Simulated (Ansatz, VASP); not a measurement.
## One calculation of Ga4As3P, two programs

```
Ga P As
1.0
     5.68176    0.00000    0.00000
     0.00000    5.68176    0.00000
     0.00000    0.00000    5.68176
Ga P As
4 1 3
Direct
  0.75401 0.75401 0.24599
  0.75401 0.24599 0.75401
  0.24599 0.75401 0.75401
  0.24599 0.24599 0.24599
  0.00000 0.00000 0.00000
  0.00000 0.50000 0.50000
  0.50000 0.50000 0.00000
  0.50000 0.00000 0.50000
```

Change from the starting cell: species swapped into the Zn3CdSe4 type (P-43m, No. 215).

Alike in both runs: task relaxation of cell and atoms; functional PBE; k mesh 6 × 6 × 6; occupations gaussian, width 0.02 eV; no spin polarisation.

|  | VASP | Ansatz |
| --- | --- | --- |
| version | VASP 6.6.1 | Ansatz 0.2.0 |
| potentials or method | VASP PAW PBE potentials, release 64 (Ga_d, P, As), cutoff 600 eV | scalar-relativistic, plane waves, PAW |
| valence electrons in the cell | 72 | 102 |

```csv
,VASP,Ansatz,Ansatz less VASP
"gap on the k mesh at the Fermi level, each at its own relaxed structure (eV)",0.47,0.48,+0.014
relaxed volume (Å³/atom),23.00,22.96,-0.045
relaxed length of the cell vector where the two differ most in proportion (Å),5.688,5.684,-0.0037
```

VASP's potentials hold 72 valence electrons a cell and Ansatz's 102, so a difference there can come from the potentials and not from the codes.
